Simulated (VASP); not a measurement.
Here is a VASP 6.6.1 calculation.

File INCAR:

```
ALGO = Normal ; EDIFF = 1E-6
ENCUT = 600 ; GGA = PE
GGA_COMPAT = F ; ISIF = 2
ISMEAR = 0 ; LASPH = T
LCHARG = F ; LREAL = F
LWAVE = F ; NBANDS = 36
NELM = 120 ; PREC = Accurate
SIGMA = 0.01
```

The input KPOINTS:

```
k-points
0
Gamma
  8 8 2
```

The input POSCAR:

```
SiC
1.0
    3.0938374166      0.0000000000      0.0000000000
   -1.5469187083      2.6793417980      0.0000000000
    0.0000000000      0.0000000000     15.1814031222
Si C
6 6
Direct
    0.0000000000      0.0000000000      0.1250372901
    0.0000000000      0.0000000000      0.6250372901
    0.3333333333      0.6666666667      0.2918105090
    0.6666666667      0.3333333333      0.7918105090
    0.3333333333      0.6666666667      0.9583040634
    0.6666666667      0.3333333333      0.4583040634
    1.0000000000      1.0000000000      0.9996867599
    1.0000000000      1.0000000000      0.4996867599
    0.3333333333      0.6666666667      0.1668398105
    0.6666666667      0.3333333333      0.6668398105
    0.3333333333      0.6666666667      0.8333215671
    0.6666666667      0.3333333333      0.3333215671
```

Potentials or basis: VASP PAW PBE potentials, release 64 (Si, C).

Launch:

```sh
$ cat potpaw_PBE.64/Si/POTCAR potpaw_PBE.64/C/POTCAR > POTCAR
$ mpirun -np 1 vasp_std > vasp.out
```

Problem. What does it give for the band gap on the k mesh?

Solution. 2.03 eV, indirect (least direct gap 3.12 eV).

Problem. Predict the pressure.

Solution. 0.0 GPa.

Forces in eV/Å, atoms in the order of the input:
```
Si   0.000  0.000  0.003
Si   0.000  0.000  0.003
Si   0.000  0.000  0.005
Si   0.000  0.000  0.005
Si   0.000  0.000  0.002
Si   0.000  0.000  0.002
C    0.000  0.000  0.000
C    0.000  0.000  0.000
C    0.000  0.000 -0.005
C    0.000  0.000 -0.005
C    0.000  0.000 -0.004
C    0.000  0.000 -0.004
```

A k mesh can miss the band edges. A hybrid or GW would open this gap; PBE tends to underestimate it.
